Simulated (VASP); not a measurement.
A run of VASP 6.6.1 is set up as follows.

Contents of INCAR:

```
SYSTEM = Sc
PREC = Accurate
ENCUT = 600
EDIFF = 1E-7
ISMEAR = -1
SIGMA = 0.05
LREAL = .FALSE.
LASPH = .TRUE.
NELM = 80
ALGO = Normal
ISIF = 3
LWAVE = .FALSE.
LCHARG = .FALSE.
IBRION = 2
NSW = 60
EDIFFG = -0.005
PSTRESS = 1600.0
```

The input KPOINTS:

```
regular mesh
0
G
  20 20 20
  0 0 0
```

The input POSCAR:

```
Sc
1.0
   -1.3304653428      1.3304653428      1.3304653428
    1.3304653428     -1.3304653428      1.3304653428
    1.3304653428      1.3304653428     -1.3304653428
Sc
1
Direct
    0.0000000000      0.0000000000      0.0000000000
```

Potentials or basis: VASP PAW LDA potentials, release 64 (Sc_sv).

The run is started by

```bash
$ cat potpaw_LDA.64/Sc_sv/POTCAR > POTCAR
$ mpirun -np 1 vasp_std > vasp.out
```

Problem. What does it give for the relaxed cell?

Solution. a = 2.319 Å, b = 2.319 Å, c = 2.319 Å, α = 109.47°, β = 109.47°, γ = 109.47°.

Problem. What does it give for the relaxed volume?

Solution. 9.60 Å³/atom.

Problem. What does it give for the space group after relaxing (to 0.1 Å)?

Solution. Im-3m (No. 229).

Problem. Estimate the band gap on the k mesh.

Solution. Zero (an odd number of electrons rules out a gap without spin polarisation).

Step by step:
```csv
step,energy change (eV),largest force (eV/Å),pressure (GPa),volume (Å³)
1,0.0000,0.0000,166.79,9.42
2,-0.5416,0.0000,146.44,9.98
3,-0.1801,0.0000,160.04,9.60
```

Caveat: the cell is relaxed towards a set pressure, so the run minimises the enthalpy, not the energy.
